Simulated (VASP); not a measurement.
SnO, 4 atoms in the cell. The typed cell holds 4 atoms: a = 3.355 Å, b = 5.674 Å, c = 4.222 Å, α = 90.00°, β = 90.00°, γ = 90.00°. 

| Property | Result |
| --- | --- |
| Program | VASP 6.6.1 |
| Task | single point |
| Functional | LDA |
| Potentials or basis | VASP PAW LDA potentials, release 64 (Sn_d, O_h) |
| Cutoff | 1340 eV |
| k mesh | 4 × 3 × 3 |
| Occupations | gaussian, width 0.01 eV |
| Spin | no spin polarisation |
| Dipole correction | no |
| Further INCAR settings | ALGO = Normal; EDIFF = 1e-06; NBANDS = 28 |

Potentials or basis: VASP PAW LDA potentials, release 64 (Sn_d, O_h).

Run with:

```console
$ cat potpaw_LDA.64/Sn_d/POTCAR potpaw_LDA.64/O_h/POTCAR > POTCAR
$ mpirun -np 1 vasp_std > vasp.out
```

Hardware: 1 thread of Intel(R) Xeon(R) Platinum 8375C CPU @ 2.90GHz (Ice Lake), with other jobs on the host.

**Question.** How long does it take, and how much memory?

**Answer.** Wall time 98 s on 1 thread of Intel(R) Xeon(R) Platinum 8375C CPU @ 2.90GHz (Ice Lake), on a shared host, peak memory 0.37 GiB. Counts: scf iterations 14, k points 19.
